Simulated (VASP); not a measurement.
# C32NO in VASP: single point with LDA

Aim: the single point of C32NO with LDA.

Program: VASP 6.6.1. These are calculated values, not measurements. Logs are shortened: lines on timing, memory, paths and dates and some standing lists are left out, and cuts for length are marked.

### 1 The cell of the first run

The cell holds a slab with vacuum, 34 atoms: a = 9.864 Å, b = 9.864 Å, c = 11.000 Å, α = 90.00°, β = 90.00°, γ = 120.00°.

### 2 Single point, LDA, collinear spin, ferromagnetic start

Contents of INCAR:

```
SYSTEM = C32NO
PREC = Accurate
ENCUT = 520
EDIFF = 1E-7
ISMEAR = -1
SIGMA = 0.05
LREAL = Auto
LASPH = .True.
NELM = 150
ALGO = Normal
ISIF = 2
LWAVE = .False.
LCHARG = .False.
ISPIN = 2
MAGMOM = 0 0 0 0 0 0 0 0 0 0 0 0 0 0 0 0 0 0 0 0 0 0 0 0 0 0 0 0 0 0 0 0 1 0
LORBIT = 11
GGA = CA
NBANDS = 96
```

Contents of KPOINTS:

```
regular mesh
0
Gamma
  1 1 1
  0 0 0
```

Contents of POSCAR:

```
C32NO
1.0
    9.8640000000      0.0000000000      0.0000000000
   -4.9320000000      8.5424750000      0.0000000000
    0.0000000000      0.0000000000     11.0000000000
C N O
32 1 1
Direct
   -0.0030826852     -0.0039774505      0.0858483735
    0.1635818155      0.0793575033      0.0858414217
   -0.0031202499      0.2460012490      0.0851691778
    0.1636116217      0.3293916925      0.0853521630
   -0.0030454988      0.4960867306      0.0855826527
    0.1635599740      0.5793662258      0.0856101937
   -0.0030794656      0.7460463279      0.0859002543
    0.1635752973      0.8293669778      0.0858977613
    0.2469082792     -0.0039704810      0.0859044330
    0.4135751277      0.0793817323      0.0858832744
    0.2469194960      0.2460502950      0.0856748750
    0.4136000036      0.3293938602      0.0858354844
    0.2469158414      0.4960987285      0.0855362530
    0.4135644142      0.5793943714      0.0857635980
    0.2468929847      0.7460213513      0.0858287493
    0.4135619964      0.8293702308      0.0858804381
    0.4968915581     -0.0039662127      0.0858877356
    0.6635508297      0.0793659471      0.0858199722
    0.4969165013      0.2460581909      0.0858813038
    0.6635711686      0.3293936116      0.0858457466
    0.4969160893      0.4960573272      0.0858443191
    0.6635842374      0.5793870838      0.0858967466
    0.4969037334      0.7460546374      0.0858750954
    0.6635620344      0.8293791569      0.0859046315
    0.7468768034     -0.0039724126      0.0858302449
    0.9135816219      0.0793914178      0.0856375748
    0.7469003618      0.2460561001      0.0856982162
    0.9135608410      0.3294049611      0.0854478893
    0.7469202022      0.4960554707      0.0858648969
    0.9136045045      0.5793857404      0.0858067994
    0.7469136958      0.7460539071      0.0859057908
    0.9135884391      0.8293741029      0.0859210313
    0.0679083572      0.3740669872      0.3341157494
    0.0301398686      0.2633406383      0.3903983530
```

Potentials or basis: VASP PAW LDA potentials, release 64 (C, N, O).

The run is started by

```
$ cat potpaw_LDA.64/C/POTCAR potpaw_LDA.64/N/POTCAR potpaw_LDA.64/O/POTCAR > POTCAR
$ mpirun -np 1 vasp_gam > vasp.out
```

OUTCAR:

```text
SYSTEM = C32NO
   PREC = Accurate
   ENCUT = 520
   EDIFF = 1E-7
   ISMEAR = -1
   LREAL = Auto
   LASPH = .True.
   NELM = 150
   ISIF = 2
   ISPIN = 2
   LORBIT = 11
   GGA = CA

 ion  position               nearest neighbor table
   1  0.997  0.996  0.086-  32 1.42   2 1.42  26 1.42
   2  0.164  0.079  0.086-   9 1.42   1 1.42  11 1.42
   3  0.997  0.246  0.085-  26 1.42  28 1.42   4 1.42
   4  0.164  0.329  0.085-  11 1.42  13 1.42   3 1.42
   5  0.997  0.496  0.086-   6 1.42  30 1.42  28 1.42
   6  0.164  0.579  0.086-   5 1.42  13 1.42  15 1.42
[... 24 lines left out ...]
  31  0.747  0.746  0.086-  22 1.42  32 1.42  24 1.42
  32  0.914  0.829  0.086-   1 1.42   7 1.42  31 1.42
  33  0.068  0.374  0.334-  34 1.14
  34  0.030  0.263  0.390-  33 1.14

  LATTYP: Found a hexagonal cell.
 ALAT       =     9.8640000000
 C/A-ratio  =     1.1151662612

  Lattice vectors:

 A1 = (   9.8640000000,   0.0000000000,   0.0000000000)
 A2 = (  -4.9320000000,   8.5424750000,   0.0000000000)
 A3 = (   0.0000000000,   0.0000000000,  11.0000000000)

Analysis of symmetry for initial positions (statically):
=====================================================================
 Subroutine PRICEL returns:
 Original cell was already a primitive cell.

 Routine SETGRP: Setting up the symmetry group for a
 hexagonal supercell.

 Subroutine GETGRP returns: Found  1 space group operations
 (whereof  1 operations were pure point group operations)
 out of a pool of 24 trial point group operations.

The static configuration has the point symmetry C_1 .

Analysis of symmetry for dynamics (positions and initial velocities):
=====================================================================
 Subroutine PRICEL returns:
 Original cell was already a primitive cell.

 Routine SETGRP: Setting up the symmetry group for a
 hexagonal supercell.

 Subroutine GETGRP returns: Found  1 space group operations
 (whereof  1 operations were pure point group operations)
 out of a pool of 24 trial point group operations.

The dynamic configuration has the point symmetry C_1 .

Analysis of structural, dynamic, and magnetic symmetry:
=====================================================================
 Subroutine PRICEL returns:
 Original cell was already a primitive cell.

 Routine SETGRP: Setting up the symmetry group for a
 hexagonal supercell.

 Subroutine GETGRP returns: Found  1 space group operations
 (whereof  1 operations were pure point group operations)
 out of a pool of 24 trial point group operations.

The overall configuration has the point symmetry C_1 .

 Subroutine INISYM returns: Found  1 space group operations
 (whereof  1 operations are pure point group operations),
 and found     1 'primitive' translations

----------------------------------------------------------------------------------------

                                     Primitive cell

  volume of cell :     926.8927

  direct lattice vectors                    reciprocal lattice vectors
     9.864000000  0.000000000  0.000000000     0.101378751  0.058531046  0.000000000
    -4.932000000  8.542475000  0.000000000     0.000000000  0.117062093  0.000000000
     0.000000000  0.000000000 11.000000000     0.000000000  0.000000000  0.090909091

  length of vectors
     9.864000000  9.864000361 11.000000000     0.117062097  0.117062093  0.090909091

  position of ions in fractional coordinates (direct lattice)
     0.996917315  0.996022549  0.085848373
     0.163581816  0.079357503  0.085841422
     0.996879750  0.246001249  0.085169178
     0.163611622  0.329391693  0.085352163
     0.996954501  0.496086731  0.085582653
     0.163559974  0.579366226  0.085610194
[... 26 lines left out ...]
     0.067908357  0.374066987  0.334115749
     0.030139869  0.263340638  0.390398353

  ion indices of the primitive-cell ions
   primitive index   ion index
                 1           1
                 2           2
                 3           3
                 4           4
                 5           5
                 6           6
[... 26 lines left out ...]
                33          33
                34          34

----------------------------------------------------------------------------------------

 KPOINTS: regular mesh

Automatic generation of k-mesh.
 Grid dimensions read from file:
 generate k-points for:    1    1    1

 Generating k-lattice:

  Cartesian coordinates                     Fractional coordinates (reciprocal lattice)
     0.101378751  0.058531046  0.000000000     1.000000000 -0.000000000  0.000000000
     0.000000000  0.117062093  0.000000000     0.000000000  1.000000000  0.000000000
     0.000000000  0.000000000  0.090909091     0.000000000  0.000000000  1.000000000

  Length of vectors
     0.117062097  0.117062093  0.090909091

  Shift w.r.t. Gamma in fractional coordinates (k-lattice)
     0.000000000  0.000000000  0.000000000

 Subroutine IBZKPT returns following result:
 ===========================================

 Found      1 irreducible k-points:

 Following reciprocal coordinates:
            Coordinates               Weight
  0.000000  0.000000  0.000000      1.000000
   k-points           NKPTS =      1   k-points in BZ     NKDIM =      1   number of bands    NBANDS=     96
   number of dos      NEDOS =    301   number of ions     NIONS =     34
   total plane-waves  NPLWV = 537600
   dimension x,y,z NGX =    80 NGY =   80 NGZ =   84
   dimension x,y,z NGXF=   160 NGYF=  160 NGZF=  168
   ions per type =              32   1   1
   NGX,Y,Z   is equivalent  to a cutoff of  13.48, 13.48, 12.70 a.u.
   NGXF,Y,Z  is equivalent  to a cutoff of  26.97, 26.97, 25.39 a.u.
 SYSTEM =  C32NO
   PREC   = accura    normal or accurate (medium, high low for compatibility)
   ISTART =      0    job   : 0-new  1-cont  2-samecut
   ICHARG =      2    charge: 1-file 2-atom 10-const
   ISPIN  =      2    spin polarized calculation?
   LNONCOLLINEAR =      F non collinear calculations
   LSORBIT =      F    spin-orbit coupling
   LASPH  =      T    aspherical Exc in radial PAW
   ENCUT  =  520.0 eV  38.22 Ry    6.18 a.u.  18.34 18.34 20.45*2*pi/ulx,y,z
   NELM   =    150;   NELMIN=  2; NELMDL= -5     # of ELM steps
   EDIFF  = 0.1E-06   stopping-criterion for ELM
   LREAL  =      T    real-space projection
   EDIFFG = 0.1E-05   stopping-criterion for IOM
   NSW    =      0    number of steps for IOM
   IBRION =     -1    ionic relax: 0-MD 1-quasi-New 2-CG
   NFREE  =      0    steps in history (QN), initial steepest desc. (CG)
   ISIF   =      2    stress and relaxation
   ISYM   =      2    0-nonsym 1-usesym 2-fastsym
   POTIM  = 0.5000    time-step for ionic-motion
   TEBEG  =    0.0;   TEEND  =   0.0 temperature during run
   PSTRESS=    0.0 pullay stress
   NELECT =     139.0000    total number of electrons
   NUPDOWN=      -1.0000    fix difference up-down
   EMIN   =  10.00;   EMAX   =-10.00  energy-range for DOS
   EFERMI =   0.00;   METHOD = LEGACY
   ISMEAR =    -1;   SIGMA  =   0.05  broadening in eV -4-tet -1-fermi 0-gaus
   EFERMI_NEDOS =   21; number of points for ismear=-14 and -15
   IALGO  =     38    algorithm
   IMIX   =      4    mixing-type and parameters
     AMIX     =   0.40;   BMIX     =  1.00
     AMIX_MAG =   1.60;   BMIX_MAG =  1.00
  volume/ion in A,a.u.               =      27.26       183.97
  Fermi-wavevector in a.u.,A,eV,Ry     =   0.869768  1.643623 10.292751  0.756496
  Thomas-Fermi vector in A             =   1.988637
   LORBIT       =     11    0 simple, 1 ext, 2 COOP (PROOUT), +10 PAW based schemes
   GGA     = CA    functional components
   LHFCALC =     F    Hartree Fock is set to
   AEXX    =    0.0000 exact exchange contribution
   IVDW    =     0    specifies the selected vdW correction
   LEPSILON=     F    determine dielectric tensor
   LRPA    =     F    only Hartree local field effects (RPA)
 spin polarized calculation
  energy-cutoff  :      520.00
  volume of cell :      926.89
 maximum number of plane-waves:     12471
 NGX is ok and might be reduce to    80
   NGX = 37   NGY = 37   NGZ = 41

 number of electron     139.0000001 magnetization       0.1739755

 number of electron     138.9999999 magnetization      -1.0000009

 Free energy of the ion-electron system (eV)
  ---------------------------------------------------
  ext. energy  EPLUGINS =         0.00000000
  ---------------------------------------------------
  free energy    TOTEN  =      -336.42879209 eV

  energy without entropy =     -336.35950362  energy(sigma->0) =     -336.39414785

 E-fermi :  -1.5050     XC(G=0):  -4.3385

 val. band max:       -1.5072679438   @ k =   0.0000   0.0000   0.0000
 cond. band min:      -1.5026828504   @ k =   0.0000   0.0000   0.0000
 fundamental gap:      0.0045850934
 Fermi energy:        -1.5049753991

 spin component 1

 k-point     1 :       0.0000    0.0000    0.0000
  band No.  band energies     occupation
      1     -28.3593      1.00000
      2     -20.8877      1.00000
      3     -19.4391      1.00000
      4     -19.4335      1.00000
      5     -19.4311      1.00000
      6     -19.4288      1.00000
[... 73 lines left out ...]
     80       1.2232      0.00000
     81       1.7661      0.00000
 Fermi energy:        -1.5049753991

 spin component 2

 k-point     1 :       0.0000    0.0000    0.0000
  band No.  band energies     occupation
      1     -28.8576      1.00000
      2     -20.8885      1.00000
      3     -19.4406      1.00000
      4     -19.4345      1.00000
      5     -19.4319      1.00000
      6     -19.4294      1.00000
[... 73 lines left out ...]
     80       1.2182      0.00000
     81       1.7516      0.00000
 [bands above 81 left out]

------------------------ aborting loop because EDIFF is reached ----------------------------------------

  FORCE on cell =-STRESS in cart. coord.  units (eV):
  Direction    XX          YY          ZZ          XY          YZ          ZX
  --------------------------------------------------------------------------------------
  -------------------------------------------------------------------------------------
  Total      -18.3544025    -17.2198805      0.2515986     -0.2435222     -0.9118101      0.2397619
  in kB      -31.7264419    -29.7653676      0.4349000     -0.4209395     -1.5761063      0.4144396
  external PRESSURE =     -20.3523032 kB  Pullay stress =       0.0000000 kB

 VOLUME and BASIS-vectors are now :
 -----------------------------------------------------------------------------
  energy-cutoff  :      520.00
  volume of cell :      926.89
      direct lattice vectors                 reciprocal lattice vectors
     9.864000000  0.000000000  0.000000000     0.101378751  0.058531046  0.000000000
    -4.932000000  8.542475000  0.000000000     0.000000000  0.117062093  0.000000000
     0.000000000  0.000000000 11.000000000     0.000000000  0.000000000  0.090909091

 POSITION                                       TOTAL-FORCE (eV/Angst)
 -----------------------------------------------------------------------------------
      4.92121      8.50850      0.94433        -0.000247     -0.006682      0.000237
      1.22218      0.67791      0.94426        -0.001153      0.005067      0.000629
      8.61994      2.10146      0.93686        -0.001264     -0.003923     -0.000511
     -0.01069      2.81382      0.93887        -0.002308      0.007580      0.000442
      7.38726      4.23781      0.94141         0.000295     -0.006491      0.000810
     -1.24408      4.94922      0.94171        -0.002057      0.005458      0.001645
[... 26 lines left out ...]
     -1.17505      3.19546      3.67527        -0.264966      1.465832     -0.966597
     -1.00150      2.24958      4.29438         0.276396     -1.467496      0.953811
 -----------------------------------------------------------------------------------
    total drift:                               -0.126907      0.001685      0.093392

  FREE ENERGIE OF THE ION-ELECTRON SYSTEM (eV)
  ---------------------------------------------------
  free  energy   TOTEN  =      -336.4287920851 eV

  energy  without entropy=     -336.3595036194  energy(sigma->0) =     -336.39414785

 total charge

# of ion       s       p       d       tot
------------------------------------------
    1        0.850   1.794   0.000   2.644
    2        0.850   1.794   0.000   2.644
    3        0.851   1.794   0.000   2.644
    4        0.851   1.793   0.000   2.643
    5        0.851   1.794   0.000   2.644
    6        0.850   1.794   0.000   2.645
[... 26 lines left out ...]
   33        1.342   2.337   0.000   3.679
   34        1.612   3.475   0.000   5.087
--------------------------------------------------
tot         30.164  63.228   0.000  93.392

 magnetization (x)

# of ion       s       p       d       tot
------------------------------------------
    1       -0.000  -0.001   0.000  -0.001
    2       -0.000  -0.000   0.000  -0.000
    3       -0.000  -0.000   0.000  -0.000
    4       -0.000  -0.000   0.000  -0.000
    5       -0.000  -0.000   0.000  -0.000
    6        0.000   0.000   0.000   0.000
[... 26 lines left out ...]
   33       -0.009  -0.429   0.000  -0.438
   34       -0.002  -0.255   0.000  -0.257
--------------------------------------------------
tot         -0.011  -0.692   0.000  -0.703
```

It took 16 min on 1 thread of AMD EPYC 7R13, shared host; peak memory 0.83 GiB.

Results:

```yaml
Free_energy: -336.4288 eV
Largest_force: 1.776 eV/Å
Net_moment: -1.00 μB per cell
Site_moments: C -0.00, +0.00 (each value once); N -0.44; O -0.26 μB
Valence_electrons_inside_the_program's_atomic_spheres: C 2.64, 2.65 (each value once); N 3.68; O 5.09
```

Forces in eV/Å, atoms in the order of the input:
```
C    0.000 -0.007  0.000
C   -0.001  0.005  0.001
C   -0.001 -0.004 -0.001
C   -0.002  0.008  0.000
C    0.000 -0.006  0.001
C   -0.002  0.005  0.002
C    0.000 -0.005  0.000
C    0.001  0.006  0.001
C    0.000 -0.006  0.000
C    0.001  0.005  0.001
C    0.000 -0.005  0.001
C    0.000  0.006  0.001
C    0.000 -0.006  0.000
C   -0.002  0.005  0.000
C   -0.001 -0.006  0.001
C    0.001  0.005  0.001
C   -0.001 -0.006  0.000
C    0.001  0.005  0.000
C   -0.001 -0.005  0.000
C    0.001  0.006  0.001
C    0.000 -0.006  0.000
C    0.001  0.006  0.001
C   -0.001 -0.005  0.000
C    0.001  0.006  0.001
C   -0.001 -0.006  0.000
C   -0.002  0.007  0.002
C    0.000 -0.005 -0.001
C   -0.002  0.006  0.000
C    0.000 -0.006 -0.001
C    0.000  0.005  0.001
C    0.000 -0.006  0.000
C    0.000  0.006  0.001
N   -0.265  1.466 -0.967
O    0.276 -1.467  0.954
```

Levels at points of the mesh, in eV from the Fermi level:
Spin up:
| k point | band 65 | band 66 | band 67 | band 68 | band 69 | band 70 | band 71 | band 72 | band 73 | band 74 |
| --- | --- | --- | --- | --- | --- | --- | --- | --- | --- | --- |
| (0.00, 0.00, 0.00) | -2.83 | -2.81 | -2.45 | -2.44 | -2.44 | 0.90 | 0.96 | 1.54 | 1.54 | 1.62 |
Spin down:
| k point | band 66 | band 67 | band 68 | band 69 | band 70 | band 71 | band 72 | band 73 | band 74 | band 75 |
| --- | --- | --- | --- | --- | --- | --- | --- | --- | --- | --- |
| (0.00, 0.00, 0.00) | -2.82 | -2.45 | -2.45 | -2.44 | 0.00 | 0.00 | 1.54 | 1.54 | 1.58 | 2.71 |

Caveat: the k points lie up to 0.74 Å⁻¹ apart; the standard files for N, O and F lose accuracy on very short bonds.
